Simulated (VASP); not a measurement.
# SnSe2 (P-3m1) in VASP: notebook

The runs below take SnSe2 through single point, with PBE+D3(BJ).

All numbers are computed with VASP 6.6.1; they aren't measurements. Logs are shortened: lines on timing, memory, paths and dates and some standing lists are left out, and cuts for length are marked.

### Step 1. The cell of the first run

The structure is trigonal, space group P-3m1 (No. 164). The conventional cell has a = 3.936 Å, b = 3.936 Å, c = 6.010 Å, α = 90.00°, β = 90.00°, γ = 120.00°. Sn (site symmetry -3m) has 6 Se at 2.78 Å within 3.7 Å. Se (site symmetry 3m) has 3 Sn at 2.78 Å and 3 Se at 3.62 Å within 3.7 Å.

### Step 2. Single point, PBE+D3(BJ)

The input, INCAR:

```
SYSTEM = SnSe2
ALGO     = Normal         ! electronic algorithm
EDIFF    = 1E-6           ! SCF threshold, eV
ENCUT    = 500            ! plane-wave cutoff, eV
GGA      = PE             ! functional
GGA_COMPAT= .False.      
ISIF     = 2              ! what is computed and relaxed
ISMEAR   = 0              ! smearing method
IVDW     = 12             ! dispersion correction
LASPH    = .True.         ! aspherical terms in the spheres
LCHARG   = .False.        ! write CHGCAR
LREAL    = .False.        ! projectors in reciprocal space
LWAVE    = .False.        ! write WAVECAR
NBANDS   = 20             ! bands
NELM     = 120            ! most SCF steps
PREC     = Accurate       ! precision mode
SIGMA    = 0.03           ! smearing width, eV
```

The input, KPOINTS:

```
k-points
0
Gamma
  12 12 6
  0 0 0
```

The input, POSCAR:

```
SnSe2
1.0
    3.9360000000      0.0000000000      0.0000000000
   -1.9680000000      3.4086759893      0.0000000000
    0.0000000000      0.0000000000      6.0099097605
Sn Se
1 2
Direct
    0.0000000000      0.0000000000      0.0000000000
    0.3333333333      0.6666666667      0.2651331237
    0.6666666667      0.3333333333      0.7348668763
```

Potentials or basis: VASP PAW PBE potentials, release 64 (Sn_d, Se).

Command:

```sh
$ cat potpaw_PBE.64/Sn_d/POTCAR potpaw_PBE.64/Se/POTCAR > POTCAR
$ mpirun -np 1 vasp_std > vasp.out
```

OUTCAR:

```text
SYSTEM = SnSe2
   EDIFF = 1E-6
   ENCUT = 500
   GGA = PE
   ISIF = 2
   ISMEAR = 0
   IVDW = 12
   LASPH = .True.
   LREAL = .False.
   NELM = 120
   PREC = Accurate
 IVDW          = 12

 ion  position               nearest neighbor table
   1  0.000  0.000  0.000-   2 2.78   3 2.78   3 2.78   2 2.78   3 2.78   2 2.78
   2  0.333  0.667  0.265-   1 2.78   1 2.78   1 2.78
   3  0.667  0.333  0.735-   1 2.78   1 2.78   1 2.78

  LATTYP: Found a hexagonal cell.
 ALAT       =     3.9360000000
 C/A-ratio  =     1.5269079676

  Lattice vectors:

 A1 = (   3.9360000000,   0.0000000000,   0.0000000000)
 A2 = (  -1.9680000000,   3.4086759893,   0.0000000000)
 A3 = (   0.0000000000,   0.0000000000,   6.0099097605)

Analysis of symmetry for initial positions (statically):
=====================================================================
 Subroutine PRICEL returns:
 Original cell was already a primitive cell.

 Routine SETGRP: Setting up the symmetry group for a
 hexagonal supercell.

 Subroutine GETGRP returns: Found 12 space group operations
 (whereof 12 operations were pure point group operations)
 out of a pool of 24 trial point group operations.

The static configuration has the point symmetry D_3d.

Analysis of symmetry for dynamics (positions and initial velocities):
=====================================================================
 Subroutine PRICEL returns:
 Original cell was already a primitive cell.

 Routine SETGRP: Setting up the symmetry group for a
 hexagonal supercell.

 Subroutine GETGRP returns: Found 12 space group operations
 (whereof 12 operations were pure point group operations)
 out of a pool of 24 trial point group operations.

The dynamic configuration has the point symmetry D_3d.

 Subroutine INISYM returns: Found 12 space group operations
 (whereof 12 operations are pure point group operations),
 and found     1 'primitive' translations

----------------------------------------------------------------------------------------

                                     Primitive cell

  volume of cell :      80.6322

  direct lattice vectors                    reciprocal lattice vectors
     3.936000000  0.000000000  0.000000000     0.254065041  0.146684520  0.000000000
    -1.968000000  3.408675989  0.000000000     0.000000000  0.293369039  0.000000000
     0.000000000  0.000000000  6.009909761     0.000000000  0.000000000  0.166391849

  length of vectors
     3.936000000  3.936000000  6.009909761     0.293369039  0.293369039  0.166391849

  position of ions in fractional coordinates (direct lattice)
     0.000000000  0.000000000  0.000000000
     0.333333333  0.666666667  0.265133124
     0.666666667  0.333333333  0.734866876

  ion indices of the primitive-cell ions
   primitive index   ion index
                 1           1
                 2           2
                 3           3

----------------------------------------------------------------------------------------

 KPOINTS: k-points

Automatic generation of k-mesh.
 Grid dimensions read from file:
 generate k-points for:   12   12    6

 Generating k-lattice:

  Cartesian coordinates                     Fractional coordinates (reciprocal lattice)
     0.021172087  0.012223710  0.000000000     0.083333333  0.000000000  0.000000000
     0.000000000  0.024447420  0.000000000     0.000000000  0.083333333  0.000000000
     0.000000000  0.000000000  0.027731975     0.000000000  0.000000000  0.166666667

  Length of vectors
     0.024447420  0.024447420  0.027731975

  Shift w.r.t. Gamma in fractional coordinates (k-lattice)
     0.000000000  0.000000000  0.000000000

 Subroutine IBZKPT returns following result:
 ===========================================

 Found    100 irreducible k-points:

 Following reciprocal coordinates:
            Coordinates               Weight
  0.000000  0.000000  0.000000      1.000000
  0.083333 -0.000000  0.000000      6.000000
  0.166667 -0.000000  0.000000      6.000000
  0.250000 -0.000000  0.000000      6.000000
  0.333333 -0.000000  0.000000      6.000000
  0.416667 -0.000000  0.000000      6.000000
[... 16 lines left out ...]
  0.166667 -0.000000  0.166667      6.000000
  0.000000  0.166667  0.166667      6.000000
 [... further k-points ...]
   k-points           NKPTS =    100   k-points in BZ     NKDIM =    100   number of bands    NBANDS=     20
   number of dos      NEDOS =    301   number of ions     NIONS =      3
   total plane-waves  NPLWV =  43200
   dimension x,y,z NGX =    30 NGY =   30 NGZ =   48
   dimension x,y,z NGXF=    60 NGYF=   60 NGZF=   96
   ions per type =               1   2
   NGX,Y,Z   is equivalent  to a cutoff of  12.67, 12.67, 13.28 a.u.
   NGXF,Y,Z  is equivalent  to a cutoff of  25.34, 25.34, 26.56 a.u.
 SYSTEM =  SnSe2
   PREC   = accura    normal or accurate (medium, high low for compatibility)
   ISTART =      0    job   : 0-new  1-cont  2-samecut
   ICHARG =      2    charge: 1-file 2-atom 10-const
   ISPIN  =      1    spin polarized calculation?
   LNONCOLLINEAR =      F non collinear calculations
   LSORBIT =      F    spin-orbit coupling
   LASPH  =      T    aspherical Exc in radial PAW
   ENCUT  =  500.0 eV  36.75 Ry    6.06 a.u.   7.18  7.18 10.96*2*pi/ulx,y,z
   NELM   =    120;   NELMIN=  2; NELMDL= -5     # of ELM steps
   EDIFF  = 0.1E-05   stopping-criterion for ELM
   LREAL  =      F    real-space projection
   EDIFFG = 0.1E-04   stopping-criterion for IOM
   NSW    =      0    number of steps for IOM
   IBRION =     -1    ionic relax: 0-MD 1-quasi-New 2-CG
   NFREE  =      0    steps in history (QN), initial steepest desc. (CG)
   ISIF   =      2    stress and relaxation
   ISYM   =      2    0-nonsym 1-usesym 2-fastsym
   POTIM  = 0.5000    time-step for ionic-motion
   TEBEG  =    0.0;   TEEND  =   0.0 temperature during run
   PSTRESS=    0.0 pullay stress
   NELECT =      26.0000    total number of electrons
   NUPDOWN=      -1.0000    fix difference up-down
   EMIN   =  10.00;   EMAX   =-10.00  energy-range for DOS
   EFERMI =   0.00;   METHOD = LEGACY
   ISMEAR =     0;   SIGMA  =   0.03  broadening in eV -4-tet -1-fermi 0-gaus
   EFERMI_NEDOS =   21; number of points for ismear=-14 and -15
   IALGO  =     38    algorithm
   IMIX   =      4    mixing-type and parameters
     AMIX     =   0.40;   BMIX     =  1.00
     AMIX_MAG =   1.60;   BMIX_MAG =  1.00
  volume/ion in A,a.u.               =      26.88       181.38
  Fermi-wavevector in a.u.,A,eV,Ry     =   1.122612  2.121429 17.146848  1.260258
  Thomas-Fermi vector in A             =   2.259273
   LORBIT       =      0    0 simple, 1 ext, 2 COOP (PROOUT), +10 PAW based schemes
   GGA     = PE    functional components
   LHFCALC =     F    Hartree Fock is set to
   AEXX    =    0.0000 exact exchange contribution
   IVDW    =    12    specifies the selected vdW correction
   LEPSILON=     F    determine dielectric tensor
   LRPA    =     F    only Hartree local field effects (RPA)
 non-spin polarized calculation
 Gauss-broadening in eV      SIGMA  =   0.03
  energy-cutoff  :      500.00
  volume of cell :       80.63
 maximum number of plane-waves:      2097
 NGX is ok and might be reduce to    30
   NGX = 15   NGY = 15   NGZ = 21

 number of electron      26.0000007 magnetization

 Free energy of the ion-electron system (eV)
  ---------------------------------------------------
  ext. energy  EPLUGINS =         0.00000000
  ---------------------------------------------------
  free energy    TOTEN  =       -11.82021634 eV

  energy without entropy =      -11.82021634  energy(sigma->0) =      -11.82021634

 E-fermi :   4.1152     XC(G=0):  -9.3399

 val. band max:        3.9974032526   @ k =   0.0833   0.0833   0.0000
 cond. band min:       4.2351290669   @ k =   0.0000   0.4167   0.3333
 fundamental gap:      0.2377258143
 Fermi energy:         4.1152002626

 k-point     1 :       0.0000    0.0000    0.0000
  band No.  band energies     occupation
      1     -17.4466      2.00000
      2     -17.4466      2.00000
      3     -17.4248      2.00000
      4     -17.4144      2.00000
      5     -17.4144      2.00000
      6      -9.6905      2.00000
[... 12 lines left out ...]
     19      12.6744      0.00000
     20      12.6746      0.00000

 k-point     2 :       0.0833   -0.0000    0.0000
  band No.  band energies     occupation
      1     -17.4487      2.00000
      2     -17.4448      2.00000
      3     -17.4235      2.00000
      4     -17.4155      2.00000
      5     -17.4141      2.00000
      6      -9.6308      2.00000
[... 12 lines left out ...]
     19      12.1747      0.00000
     20      12.7222      0.00000

 k-point     3 :       0.1667   -0.0000    0.0000
  band No.  band energies     occupation
      1     -17.4549      2.00000
      2     -17.4405      2.00000
      3     -17.4210      2.00000
      4     -17.4169      2.00000
      5     -17.4129      2.00000
      6      -9.4563      2.00000
[... 12 lines left out ...]
     19      11.7941      0.00000
     20      12.8196      0.00000

 k-point     4 :       0.2500   -0.0000    0.0000
  band No.  band energies     occupation
      1     -17.4641      2.00000
      2     -17.4362      2.00000
      3     -17.4234      2.00000
      4     -17.4121      2.00000
      5     -17.4096      2.00000
      6      -9.1824      2.00000
[... 12 lines left out ...]
     19      11.7882      0.00000
     20      13.2076      0.00000

 k-point     5 :       0.3333   -0.0000    0.0000
  band No.  band energies     occupation
      1     -17.4738      2.00000
      2     -17.4339      2.00000
      3     -17.4266      2.00000
      4     -17.4060      2.00000
      5     -17.4042      2.00000
      6      -8.8427      2.00000
[... 12 lines left out ...]
     19      12.4702      0.00000
     20      13.9255      0.00000
[... 353 lines left out ...]
      6      -9.5747      2.00000
[... 12 lines left out ...]
     19      12.2372      0.00000
     20      12.7114      0.00000

 k-point    22 :       0.0000    0.0833    0.1667
  band No.  band energies     occupation
      1     -17.4487      2.00000
      2     -17.4448      2.00000
      3     -17.4235      2.00000
      4     -17.4155      2.00000
      5     -17.4142      2.00000
      6      -9.5747      2.00000
[... 12 lines left out ...]
     19      12.0977      0.00000
     20      12.3293      0.00000

 k-point    23 :       0.1667   -0.0000    0.1667
  band No.  band energies     occupation
      1     -17.4549      2.00000
      2     -17.4405      2.00000
      3     -17.4209      2.00000
      4     -17.4169      2.00000
      5     -17.4129      2.00000
      6      -9.4018      2.00000
[... 12 lines left out ...]
     19      12.2633      0.00000
     20      12.6243      0.00000

 k-point    24 :       0.0000    0.1667    0.1667
  band No.  band energies     occupation
      1     -17.4549      2.00000
      2     -17.4405      2.00000
      3     -17.4210      2.00000
      4     -17.4169      2.00000
      5     -17.4129      2.00000
      6      -9.4017      2.00000
[... 12 lines left out ...]
     19      11.6550      0.00000
     20      12.4605      0.00000

 [... further k-points ...]

------------------------ aborting loop because EDIFF is reached ----------------------------------------

 Edisp (eV)   -1.03714

 E8    (eV) :    -0.4541

  FORCE on cell =-STRESS in cart. coord.  units (eV):
  Direction    XX          YY          ZZ          XY          YZ          ZX
  --------------------------------------------------------------------------------------
  -------------------------------------------------------------------------------------
  Total      -1.66572    -1.66572    -0.99664    -0.00000     0.00000     0.00000
  in kB     -33.09814   -33.09814   -19.80341    -0.00000     0.00000     0.00000
  external pressure =      -28.67 kB  Pullay stress =        0.00 kB

 VOLUME and BASIS-vectors are now :
 -----------------------------------------------------------------------------
  energy-cutoff  :      500.00
  volume of cell :       80.63
      direct lattice vectors                 reciprocal lattice vectors
     3.936000000  0.000000000  0.000000000     0.254065041  0.146684520  0.000000000
    -1.968000000  3.408675989  0.000000000     0.000000000  0.293369039  0.000000000
     0.000000000  0.000000000  6.009909761     0.000000000  0.000000000  0.166391849

 POSITION                                       TOTAL-FORCE (eV/Angst)
 -----------------------------------------------------------------------------------
      0.00000      0.00000      0.00000        -0.000000      0.000000     -0.000000
     -0.00000      2.27245      1.59343         0.000000      0.000000     -0.206309
      1.96800      1.13623      4.41648         0.000000     -0.000000      0.206309
 -----------------------------------------------------------------------------------
    total drift:                                0.000000     -0.000000      0.000000

  FREE ENERGIE OF THE ION-ELECTRON SYSTEM (eV)
  ---------------------------------------------------
  free  energy   TOTEN  =       -12.8573552569 eV

  energy  without entropy=      -12.8573552568  energy(sigma->0) =      -12.85735526
```

It took 3.3 min on 1 thread of Intel Xeon 8259CL, shared host; peak memory 0.31 GiB.

Results:

```yaml
Free_energy: -12.8574 eV
Pressure: -2.9 GPa
Largest_force: 0.206 eV/Å
Band_gap_on_the_k_mesh: 0.24 eV (least direct gap 0.41 eV)
Dispersion_energy_per_atom: -0.346 eV
```

Forces on the atoms (eV/Å):
```
Sn   0.000  0.000  0.000
Se   0.000  0.000 -0.206
Se   0.000  0.000  0.206
```

Caveat: spin-orbit coupling is left out, which moves the levels of the heavy elements. A k mesh can miss the band edges.

### Step 3. Single point, PBE+D3(BJ)

This run uses another cell than the first one, of 27.54 Å³/atom.

The input, INCAR:

```
SYSTEM = SnSe2
  PREC = Accurate
  ENCUT = 500
  EDIFF = 1E-6
  ISMEAR = 0
  SIGMA = 0.03
  LREAL = .False.
  LASPH = .True.
  NELM = 120
  ALGO = Normal
  ISIF = 2
  LWAVE = .False.
  LCHARG = .False.
  GGA = PE
  IVDW = 12
  NBANDS = 20
  GGA_COMPAT = .False.
```

The input, KPOINTS:

```
Automatic mesh
0
Gamma
  12 12 6
  0 0 0
```

The input, POSCAR:

```
SnSe2
1.0
    3.9840000000      0.0000000000      0.0000000000
   -1.9920000000      3.4502452087      0.0000000000
    0.0000000000      0.0000000000      6.0099097605
Sn Se
1 2
Direct
    0.0000000000      0.0000000000      0.0000000000
    0.3333333333      0.6666666667      0.2651331237
    0.6666666667      0.3333333333      0.7348668763
```

Potentials or basis: VASP PAW PBE potentials, release 64 (Sn_d, Se).

Command:

```sh
$ cat potpaw_PBE.64/Sn_d/POTCAR potpaw_PBE.64/Se/POTCAR > POTCAR
$ mpirun -np 1 vasp_std > vasp.out
```

OUTCAR:

```text
SYSTEM = SnSe2
   PREC = Accurate
   ENCUT = 500
   EDIFF = 1E-6
   ISMEAR = 0
   LREAL = .False.
   LASPH = .True.
   NELM = 120
   ISIF = 2
   GGA = PE
   IVDW = 12
 IVDW          = 12

 ion  position               nearest neighbor table
   1  0.000  0.000  0.000-   2 2.80   3 2.80   3 2.80   2 2.80   3 2.80   2 2.80
   2  0.333  0.667  0.265-   1 2.80   1 2.80   1 2.80
   3  0.667  0.333  0.735-   1 2.80   1 2.80   1 2.80

  LATTYP: Found a hexagonal cell.
 ALAT       =     3.9840000000
 C/A-ratio  =     1.5085114861

  Lattice vectors:

[... 744 lines left out ...]
 Edisp (eV)   -1.01123

 E8    (eV) :    -0.4428

  FORCE on cell =-STRESS in cart. coord.  units (eV):
  Direction    XX          YY          ZZ          XY          YZ          ZX
  --------------------------------------------------------------------------------------
  -------------------------------------------------------------------------------------
  Total      -2.41212    -2.41212    -1.44785     0.00000     0.00000     0.00000
  in kB     -46.78134   -46.78134   -28.07992     0.00000     0.00000     0.00000
  external pressure =      -40.55 kB  Pullay stress =        0.00 kB

 VOLUME and BASIS-vectors are now :
 -----------------------------------------------------------------------------
  energy-cutoff  :      500.00
  volume of cell :       82.61
      direct lattice vectors                 reciprocal lattice vectors
     3.984000000  0.000000000  0.000000000     0.251004016  0.144917236  0.000000000
    -1.992000000  3.450245209  0.000000000     0.000000000  0.289834472  0.000000000
     0.000000000  0.000000000  6.009909761     0.000000000  0.000000000  0.166391849

 POSITION                                       TOTAL-FORCE (eV/Angst)
 -----------------------------------------------------------------------------------
      0.00000      0.00000      0.00000        -0.000000      0.000000      0.000000
     -0.00000      2.30016      1.59343        -0.000000      0.000000     -0.296803
      1.99200      1.15008      4.41648         0.000000     -0.000000      0.296803
 -----------------------------------------------------------------------------------
    total drift:                                0.000000     -0.000000      0.000000

  FREE ENERGIE OF THE ION-ELECTRON SYSTEM (eV)
  ---------------------------------------------------
  free  energy   TOTEN  =       -12.8079809410 eV

  energy  without entropy=      -12.8079805497  energy(sigma->0) =      -12.80798075
```

stdout:

```text
POSCAR found type information on POSCAR SnSe
 POSCAR found :  2 types and       3 ions
 scaLAPACK will be used
 LDA part: xc-table for (Slater+PW92), standard interpolation
 POSCAR, INCAR and KPOINTS ok, starting setup
 FFT: planning ... GRIDC
 FFT: planning ... GRID_SOFT
 FFT: planning ... GRID
 WAVECAR not read
 entering main loop
```

Run time: 3 min. Hardware: 1 thread of Intel Xeon 8259CL, shared host; peak memory 0.31 GiB.

What came out:

```yaml
Free_energy: -12.8080 eV
Pressure: -4.1 GPa
Largest_force: 0.297 eV/Å
Band_gap_on_the_k_mesh: 0.14 eV (least direct gap 0.23 eV)
Dispersion_energy_per_atom: -0.337 eV
```

Forces on the atoms (eV/Å):
```
Sn   0.000  0.000  0.000
Se   0.000  0.000 -0.297
Se   0.000  0.000  0.297
```

Stress tensor (GPa, compression positive):
```
-4.68  0.00  0.00
 0.00 -4.68  0.00
 0.00  0.00 -2.81
```

Levels at points of the mesh, in eV from the valence-band top:
```tsv
k point	band 11	band 12	band 13	band 14	band 15	band 16
(0.00, 0.00, 0.00)	-0.78	-0.78	-0.09	0.14	2.57	4.10
(0.50, 0.00, 0.00)	-2.68	-1.57	-0.48	0.86	3.27	4.61
(0.00, 0.00, 0.50)	-1.08	-0.51	-0.51	1.79	2.35	3.71
(0.50, 0.00, 0.50)	-1.91	-1.13	-1.09	0.51	3.84	4.45
```

Caveat: the cell stands under tension; spin-orbit coupling is left out, which moves the levels of the heavy elements. A k mesh can miss the band edges.

[end of part 1 of 2]
